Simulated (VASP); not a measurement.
# SnGeO2 (P4mm) in VASP: further runs, part 2 of 2

VASP 6.6.1.

### 3 Single point, PBE (17.90 Å³/atom)

This run uses another cell than the first one, of 17.90 Å³/atom.

Input file INCAR:

```
SYSTEM = SnGeO2
PREC     = Accurate       ! precision mode
ENCUT    = 520            ! plane-wave cutoff, eV
EDIFF    = 1E-7           ! SCF threshold, eV
ISMEAR   = 0              ! smearing method
SIGMA    = 0.02           ! smearing width, eV
LREAL    = .FALSE.        ! projectors in reciprocal space
LASPH    = .TRUE.         ! aspherical terms in the spheres
NELM     = 100            ! most SCF steps
ALGO     = Normal         ! electronic algorithm
ISIF     = 2              ! what is computed and relaxed
LWAVE    = .FALSE.        ! write WAVECAR
LCHARG   = .TRUE.         ! write CHGCAR
GGA      = PE             ! functional
LELF     = .TRUE.         ! ELF
LVHAR    = .TRUE.       
NBANDS   = 28             ! bands
```

Input file KPOINTS:

```
regular mesh
0
G
  8 8 6
  0 0 0
```

Input file POSCAR:

```
SnGeO2
1.0
    3.7661425935      0.0000000000      0.0000000000
    0.0000000000      3.7661425935      0.0000000000
    0.0000000000      0.0000000000      5.0475879646
Sn Ge O
1 1 2
Direct
    0.5000000000      0.5000000000      0.2285310278
    0.0000000000      0.0000000000      0.7926803079
    0.0000000000      0.5000000000      0.9893938322
    0.5000000000      0.0000000000      0.9893938322
```

Potentials or basis: VASP PAW PBE potentials, release 64 (Sn_d, Ge_d, O).

On the command line:

```
cat potpaw_PBE.64/Sn_d/POTCAR potpaw_PBE.64/Ge_d/POTCAR potpaw_PBE.64/O/POTCAR > POTCAR
mpirun -np 1 vasp_std > vasp.out
```

OUTCAR:

```text
SYSTEM = SnGeO2
   PREC = Accurate
   ENCUT = 520
   EDIFF = 1E-7
   ISMEAR = 0
   LREAL = .FALSE.
   LASPH = .TRUE.
   NELM = 100
   ISIF = 2
   GGA = PE

 ion  position               nearest neighbor table
   1  0.500  0.500  0.229-   3 2.24   4 2.24   4 2.24   3 2.24
   2  0.000  0.000  0.793-   3 2.13   4 2.13   3 2.13   4 2.13
   3  0.000  0.500  0.989-   2 2.13   2 2.13   1 2.24   1 2.24
   4  0.500  0.000  0.989-   2 2.13   2 2.13   1 2.24   1 2.24

  LATTYP: Found a simple tetragonal cell.
 ALAT       =     3.7661425935
 C/A-ratio  =     1.3402540768

  Lattice vectors:

 A1 = (   3.7661425935,   0.0000000000,   0.0000000000)
 A2 = (   0.0000000000,   3.7661425935,   0.0000000000)
 A3 = (   0.0000000000,   0.0000000000,   5.0475879646)

Analysis of symmetry for initial positions (statically):
=====================================================================
 Subroutine PRICEL returns:
 Original cell was already a primitive cell.

 Routine SETGRP: Setting up the symmetry group for a
 simple tetragonal supercell.

 Subroutine GETGRP returns: Found  8 space group operations
 (whereof  8 operations were pure point group operations)
 out of a pool of 16 trial point group operations.

The static configuration has the point symmetry C_4v.

Analysis of symmetry for dynamics (positions and initial velocities):
=====================================================================
 Subroutine PRICEL returns:
 Original cell was already a primitive cell.

 Routine SETGRP: Setting up the symmetry group for a
 simple tetragonal supercell.

 Subroutine GETGRP returns: Found  8 space group operations
 (whereof  8 operations were pure point group operations)
 out of a pool of 16 trial point group operations.

The dynamic configuration has the point symmetry C_4v.

 Subroutine INISYM returns: Found  8 space group operations
 (whereof  8 operations are pure point group operations),
 and found     1 'primitive' translations

----------------------------------------------------------------------------------------

                                     Primitive cell

  volume of cell :      71.5941

  direct lattice vectors                    reciprocal lattice vectors
     3.766142594  0.000000000  0.000000000     0.265523669  0.000000000  0.000000000
     0.000000000  3.766142594  0.000000000     0.000000000  0.265523669  0.000000000
     0.000000000  0.000000000  5.047587965     0.000000000  0.000000000  0.198114428

  length of vectors
     3.766142594  3.766142594  5.047587965     0.265523669  0.265523669  0.198114428

  position of ions in fractional coordinates (direct lattice)
     0.500000000  0.500000000  0.228531028
     0.000000000  0.000000000  0.792680308
     0.000000000  0.500000000  0.989393832
     0.500000000  0.000000000  0.989393832

  ion indices of the primitive-cell ions
   primitive index   ion index
                 1           1
                 2           2
                 3           3
                 4           4

----------------------------------------------------------------------------------------

 KPOINTS: regular mesh

Automatic generation of k-mesh.
 Grid dimensions read from file:
 generate k-points for:    8    8    6

 Generating k-lattice:

  Cartesian coordinates                     Fractional coordinates (reciprocal lattice)
     0.033190459  0.000000000  0.000000000     0.125000000  0.000000000  0.000000000
     0.000000000  0.033190459  0.000000000     0.000000000  0.125000000  0.000000000
     0.000000000  0.000000000  0.033019071     0.000000000  0.000000000  0.166666667

  Length of vectors
     0.033190459  0.033190459  0.033019071

  Shift w.r.t. Gamma in fractional coordinates (k-lattice)
     0.000000000  0.000000000  0.000000000

 Subroutine IBZKPT returns following result:
 ===========================================

 Found     60 irreducible k-points:

 Following reciprocal coordinates:
            Coordinates               Weight
  0.000000  0.000000  0.000000      1.000000
  0.125000  0.000000  0.000000      4.000000
  0.250000  0.000000  0.000000      4.000000
  0.375000  0.000000  0.000000      4.000000
  0.500000  0.000000  0.000000      2.000000
  0.125000  0.125000  0.000000      4.000000
[... 16 lines left out ...]
  0.375000  0.125000  0.166667     16.000000
  0.500000  0.125000  0.166667      8.000000
 [... further k-points ...]
   k-points           NKPTS =     60   k-points in BZ     NKDIM =     60   number of bands    NBANDS=     28
   number of dos      NEDOS =    301   number of ions     NIONS =      4
   total plane-waves  NPLWV =  31360
   dimension x,y,z NGX =    28 NGY =   28 NGZ =   40
   dimension x,y,z NGXF=    56 NGYF=   56 NGZF=   80
   ions per type =               1   1   2
   NGX,Y,Z   is equivalent  to a cutoff of  12.36, 12.36, 13.17 a.u.
   NGXF,Y,Z  is equivalent  to a cutoff of  24.72, 24.72, 26.35 a.u.
 SYSTEM =  SnGeO2
   PREC   = accura    normal or accurate (medium, high low for compatibility)
   ISTART =      0    job   : 0-new  1-cont  2-samecut
   ICHARG =      2    charge: 1-file 2-atom 10-const
   ISPIN  =      1    spin polarized calculation?
   LNONCOLLINEAR =      F non collinear calculations
   LSORBIT =      F    spin-orbit coupling
   LASPH  =      T    aspherical Exc in radial PAW
   ENCUT  =  520.0 eV  38.22 Ry    6.18 a.u.   7.00  7.00  9.39*2*pi/ulx,y,z
   NELM   =    100;   NELMIN=  2; NELMDL= -5     # of ELM steps
   EDIFF  = 0.1E-06   stopping-criterion for ELM
   LREAL  =      F    real-space projection
   EDIFFG = 0.1E-05   stopping-criterion for IOM
   NSW    =      0    number of steps for IOM
   IBRION =     -1    ionic relax: 0-MD 1-quasi-New 2-CG
   NFREE  =      0    steps in history (QN), initial steepest desc. (CG)
   ISIF   =      2    stress and relaxation
   ISYM   =      2    0-nonsym 1-usesym 2-fastsym
   POTIM  = 0.5000    time-step for ionic-motion
   TEBEG  =    0.0;   TEEND  =   0.0 temperature during run
   PSTRESS=    0.0 pullay stress
   NELECT =      40.0000    total number of electrons
   NUPDOWN=      -1.0000    fix difference up-down
   EMIN   =  10.00;   EMAX   =-10.00  energy-range for DOS
   EFERMI =   0.00;   METHOD = LEGACY
   ISMEAR =     0;   SIGMA  =   0.02  broadening in eV -4-tet -1-fermi 0-gaus
   EFERMI_NEDOS =   21; number of points for ismear=-14 and -15
   IALGO  =     38    algorithm
   IMIX   =      4    mixing-type and parameters
     AMIX     =   0.40;   BMIX     =  1.00
     AMIX_MAG =   1.60;   BMIX_MAG =  1.00
  volume/ion in A,a.u.               =      17.90       120.79
  Fermi-wavevector in a.u.,A,eV,Ry     =   1.348349  2.548010 24.736009  1.818045
  Thomas-Fermi vector in A             =   2.476025
   LORBIT       =      0    0 simple, 1 ext, 2 COOP (PROOUT), +10 PAW based schemes
   GGA     = PE    functional components
   LHFCALC =     F    Hartree Fock is set to
   AEXX    =    0.0000 exact exchange contribution
   IVDW    =     0    specifies the selected vdW correction
   LEPSILON=     F    determine dielectric tensor
   LRPA    =     F    only Hartree local field effects (RPA)
 non-spin polarized calculation
 Gauss-broadening in eV      SIGMA  =   0.02
  energy-cutoff  :      520.00
  volume of cell :       71.59
 maximum number of plane-waves:      1952
   NGX = 15   NGY = 15   NGZ = 19

 number of electron      39.9999981 magnetization

 Free energy of the ion-electron system (eV)
  ---------------------------------------------------
  ext. energy  EPLUGINS =         0.00000000
  ---------------------------------------------------
  free energy    TOTEN  =       -22.90189848 eV

  energy without entropy =      -22.90189848  energy(sigma->0) =      -22.90189848

 E-fermi :   4.7969     XC(G=0):  -9.7443

 val. band max:        4.6329390230   @ k =   0.1250   0.1250   0.0000
 cond. band min:       5.9630206785   @ k =   0.5000   0.5000   0.0000
 fundamental gap:      1.3300816555
 Fermi energy:         4.7968712803

 k-point     1 :       0.0000    0.0000    0.0000
  band No.  band energies     occupation
      1     -19.8050      2.00000
      2     -19.7398      2.00000
      3     -19.7283      2.00000
      4     -19.7283      2.00000
      5     -19.7141      2.00000
      6     -16.5407      2.00000
[... 20 lines left out ...]
     27      12.7033      0.00000
[... 691 lines left out ...]
      6     -16.4724      2.00000
[... 20 lines left out ...]
     27      13.8046      0.00000
     28      14.2174      0.00000

 [... further k-points ...]

------------------------ aborting loop because EDIFF is reached ----------------------------------------

  FORCE on cell =-STRESS in cart. coord.  units (eV):
  Direction    XX          YY          ZZ          XY          YZ          ZX
  --------------------------------------------------------------------------------------
  -------------------------------------------------------------------------------------
  Total       -0.3237667     -0.3237667     -0.2804388      0.0000000      0.0000000      0.0000000
  in kB       -7.2454503     -7.2454503     -6.2758320      0.0000000      0.0000000      0.0000000
  external PRESSURE =      -6.9222442 kB  Pullay stress =       0.0000000 kB

 VOLUME and BASIS-vectors are now :
 -----------------------------------------------------------------------------
  energy-cutoff  :      520.00
  volume of cell :       71.59
      direct lattice vectors                 reciprocal lattice vectors
     3.766142594  0.000000000  0.000000000     0.265523669  0.000000000  0.000000000
     0.000000000  3.766142594  0.000000000     0.000000000  0.265523669  0.000000000
     0.000000000  0.000000000  5.047587965     0.000000000  0.000000000  0.198114428

 POSITION                                       TOTAL-FORCE (eV/Angst)
 -----------------------------------------------------------------------------------
      1.88307      1.88307      1.15353        -0.000000     -0.000000      0.076356
      0.00000      0.00000      4.00112         0.000000      0.000000     -0.069248
      0.00000      1.88307      4.99405        -0.000000      0.000000     -0.003554
      1.88307      0.00000      4.99405         0.000000      0.000000     -0.003554
 -----------------------------------------------------------------------------------
    total drift:                                0.000000      0.000000      0.000320

  FREE ENERGIE OF THE ION-ELECTRON SYSTEM (eV)
  ---------------------------------------------------
  free  energy   TOTEN  =       -22.9018984801 eV

  energy  without entropy=      -22.9018984801  energy(sigma->0) =      -22.90189848
```

Wall time 43 s (1 thread of Intel Xeon 6975P-C (Granite Rapids), shared host); peak memory 0.25 GiB.

What came out:

```
Free energy            : -22.9019 eV
Pressure               : -0.7 GPa
Largest force          : 0.076 eV/Å
Band gap on the k mesh : 1.33 eV (least direct gap 2.31 eV)
```

Forces on the atoms (eV/Å):
```
Sn   0.000  0.000  0.076
Ge   0.000  0.000 -0.069
O    0.000  0.000 -0.004
O    0.000  0.000 -0.004
```

Caveat: spin-orbit coupling is left out, which moves the levels of the heavy elements. A k mesh can miss the band edges.

### 4 Relaxation of shape and atoms at fixed volume, PBE (15.87 Å³/atom)

This run uses another cell than the first one, of 15.87 Å³/atom.

Input file INCAR:

```
PREC = Accurate
ENCUT = 600
EDIFF = 1E-6
ISMEAR = 0
SIGMA = 0.02
LREAL = F
LASPH = T
NELM = 60
ALGO = Normal
ISIF = 4
LWAVE = F
LCHARG = F
GGA = PE
IBRION = 2
NSW = 50
EDIFFG = -0.01
```

Input file KPOINTS:

```
regular mesh
0
Gamma
  8 8 6
```

Input file POSCAR:

```
SnGeO2
1.0
    3.6949734572      0.0000000000      0.0000000000
    0.0000000000      3.6949734572      0.0000000000
    0.0000000000      0.0000000000      4.6502548778
Sn Ge O
1 1 2
Direct
    0.5000000000      0.5000000000      0.2465478921
    0.0000000000      0.0000000000      0.7780417807
    0.0000000000      0.5000000000      0.9877046636
    0.5000000000      0.0000000000      0.9877046636
```

On the command line:

```
cat potpaw_PBE.64/Sn_d/POTCAR potpaw_PBE.64/Ge_d/POTCAR potpaw_PBE.64/O/POTCAR > POTCAR
mpirun -np 1 vasp_std > vasp.out
```

It took 2.6 min on 1 thread of Intel Xeon 6975P-C (Granite Rapids), shared host; peak memory 0.27 GiB.

Results (log left out):

- Free energy: -22.8944 eV
- Energy gained by relaxing: 4.5 meV/atom
- Ionic steps: 8
- Pressure after relaxing: 1.7 GPa
- Largest force after relaxing: 0.003 eV/Å
- Band gap on the k mesh: 0.65 eV (least direct gap 1.84 eV)

Forces in eV/Å, atoms in the order of the input:
```
Sn   0.000  0.000 -0.003
Ge   0.000  0.000  0.001
O    0.000  0.000  0.001
O    0.000  0.000  0.001
```

Step by step:
| step | energy change (eV) | largest force (eV/Å) | pressure (GPa) | volume (Å³) |
| --- | --- | --- | --- | --- |
| 1 | 0.0000 | 0.5425 | 4.18 | 63.49 |
| 2 | -0.0146 | 0.0621 | 2.46 | 63.49 |
| 3 | -0.0150 | 0.0408 | 2.19 | 63.49 |
| 4 | -0.0172 | 0.0191 | 1.93 | 63.49 |
| 5 | -0.0181 | 0.0148 | 1.73 | 63.49 |
| 6 | -0.0181 | 0.0159 | 1.75 | 63.49 |
| 7 | -0.0181 | 0.0181 | 1.74 | 63.49 |
| 8 | -0.0181 | 0.0033 | 1.72 | 63.49 |

Final structure:
```cif
data_structure
_symmetry_space_group_name_H-M 'P 1'
_symmetry_Int_Tables_number 1
_cell_length_a 3.7240
_cell_length_b 3.7240
_cell_length_c 4.5782
_cell_angle_alpha 90.000
_cell_angle_beta 90.000
_cell_angle_gamma 90.000
_cell_volume 63.49
loop_
_atom_site_label
_atom_site_type_symbol
_atom_site_fract_x
_atom_site_fract_y
_atom_site_fract_z
_atom_site_occupancy
Sn1 Sn 0.50000 0.50000 0.25395 1
Ge1 Ge 0.00000 0.00000 0.77212 1
O1 O 0.00000 0.50000 0.98696 1
O2 O 0.50000 0.00000 0.98696 1
```

Levels at points of the mesh, in eV from the valence-band top:
| k point | band 18 | band 19 | band 20 | band 21 | band 22 | band 23 |
| --- | --- | --- | --- | --- | --- | --- |
| (0.00, 0.00, 0.00) | -2.64 | -2.64 | -0.23 | 2.71 | 5.09 | 5.24 |
| (0.50, 0.00, 0.00) | -4.23 | -2.30 | -2.16 | 3.09 | 4.37 | 5.95 |
| (0.50, 0.50, 0.00) | -1.86 | -1.77 | -1.19 | 0.65 | 0.65 | 4.86 |
| (0.00, 0.00, 0.50) | -2.66 | -2.66 | -1.48 | 1.66 | 3.34 | 3.34 |
| (0.50, 0.00, 0.50) | -4.15 | -1.26 | -1.10 | 2.92 | 3.88 | 5.60 |
| (0.50, 0.50, 0.50) | -2.33 | -2.04 | -1.77 | 3.17 | 3.17 | 4.89 |

Caveat: spin-orbit coupling is left out, which moves the levels of the heavy elements.

### 5 Relaxation of shape and atoms at fixed volume, PBE (17.90 Å³/atom)

This run uses another cell than the first one, of 17.90 Å³/atom.

Input file INCAR:

```
SYSTEM = SnGeO2
PREC = Accurate
ENCUT = 600
EDIFF = 1E-6
ISMEAR = 0
SIGMA = 0.02
LREAL = .FALSE.
LASPH = .TRUE.
NELM = 60
ALGO = Normal
ISIF = 4
LWAVE = .FALSE.
LCHARG = .FALSE.
GGA = PE
IBRION = 2
NSW = 50
EDIFFG = -0.01
```

Input file KPOINTS:

```
regular mesh
0
G
  8 8 6
  0 0 0
```

Input file POSCAR:

```
SnGeO2
1.0
    3.7950126352      0.0000000000      0.0000000000
    0.0000000000      3.7950126352      0.0000000000
    0.0000000000      0.0000000000      4.9710824028
Sn Ge O
1 1 2
Direct
    0.5000000000      0.5000000000      0.2344645411
    0.0000000000      0.0000000000      0.7877594980
    0.0000000000      0.5000000000      0.9888874805
    0.5000000000      0.0000000000      0.9888874805
```

On the command line:

```
cat potpaw_PBE.64/Sn_d/POTCAR potpaw_PBE.64/Ge_d/POTCAR potpaw_PBE.64/O/POTCAR > POTCAR
mpirun -np 1 vasp_std > vasp.out
```

It took 6.2 min on 1 thread of Intel Xeon Platinum 8259CL at 2.50GHz (Skylake/Cascade Lake), shared host; peak memory 0.27 GiB.

The run converged. Its results:

```yaml
Free_energy: -22.9069 eV
Energy_gained_by_relaxing: 2.4 meV/atom
Ionic_steps: 5
Pressure_after_relaxing: -1.0 GPa
Largest_force_after_relaxing: 0.007 eV/Å
Band_gap_on_the_k_mesh: 1.31 eV (least direct gap 2.32 eV)
```

Forces on the atoms (eV/Å):
```
Sn   0.000  0.000 -0.007
Ge   0.000  0.000  0.002
O    0.000  0.000  0.002
O    0.000  0.000  0.002
```

The path:
```tsv
step	energy change (eV)	largest force (eV/Å)	pressure (GPa)	volume (Å³)
1	0.0000	0.3194	-2.69	71.59
2	-0.0061	0.0800	-1.81	71.59
3	-0.0070	0.0469	-1.37	71.59
4	-0.0086	0.0238	-1.24	71.59
5	-0.0094	0.0065	-1.03	71.59
```

Final structure:
```yaml
crystal:
  lattice:
    - [3.76736, 0.00000, 0.00000]
    - [0.00000, 3.76736, 0.00000]
    - [0.00000, 0.00000, 5.04433]
  atoms:
    - { symbol: Sn, position: [0.50000, 0.50000, 0.22949] }
    - { symbol: Ge, position: [0.00000, 0.00000, 0.79183] }
    - { symbol: O, position: [0.00000, 0.50000, 0.98934] }
    - { symbol: O, position: [0.50000, 0.00000, 0.98934] }
```

Levels at points of the mesh, in eV from the valence-band top:
```csv
k point,band 16,band 17,band 18,band 19,band 20,band 21,band 22,band 23,band 24
"(0.00, 0.00, 0.00)",-5.74,-2.80,-2.48,-2.48,-0.19,2.26,4.16,5.65,5.65
"(0.50, 0.00, 0.00)",-4.47,-4.29,-4.01,-1.86,-1.79,2.79,3.96,5.36,6.19
"(0.50, 0.50, 0.00)",-4.47,-1.87,-1.77,-1.65,-1.21,1.31,1.31,4.85,5.37
"(0.00, 0.00, 0.50)",-3.56,-2.85,-2.49,-2.49,-1.38,1.55,3.96,3.96,4.24
"(0.50, 0.00, 0.50)",-4.59,-4.56,-3.98,-1.15,-1.04,2.59,3.46,5.87,5.90
"(0.50, 0.50, 0.50)",-4.75,-2.23,-1.87,-1.83,-1.65,3.44,3.44,4.16,4.16
```

Caveat: spin-orbit coupling is left out, which moves the levels of the heavy elements. A k mesh can miss the band edges.

### 6 Summary

| task | cell | cutoff (eV) | gap on the mesh (eV) | pressure (GPa) | largest force (eV/Å) |
| --- | --- | --- | --- | --- | --- |
| single point | a = 3.759, b = 3.759, c = 4.924 Å, 4 atoms, atomic positions A | 520 | 1.17 | -0.3 | 0.08 |
| single point | a = 3.766, b = 3.766, c = 5.048 Å, 4 atoms, atomic positions B | 520 | 1.33 | -0.7 | 0.08 |
| relaxation of shape and atoms at fixed volume | relaxed from a = 3.695, b = 3.695, c = 4.650 Å, 4 atoms, atomic positions C | 600 | 0.65 | 1.7 | - |
| relaxation of shape and atoms at fixed volume | relaxed from a = 3.795, b = 3.795, c = 4.971 Å, 4 atoms, atomic positions A | 600 | 1.31 | -1.0 | 0.01 |

Alike in all rows: level PBE; potentials or basis VASP PAW PBE potentials, release 64 (Sn_d, Ge_d, O); no spin polarisation; k mesh 8 × 8 × 6; smearing gaussian 0.02 eV.

Caveats: spin-orbit coupling is left out, which moves the levels of the heavy elements.

Total energies depend on the potentials used, so only differences within one code and one set of settings carry meaning.
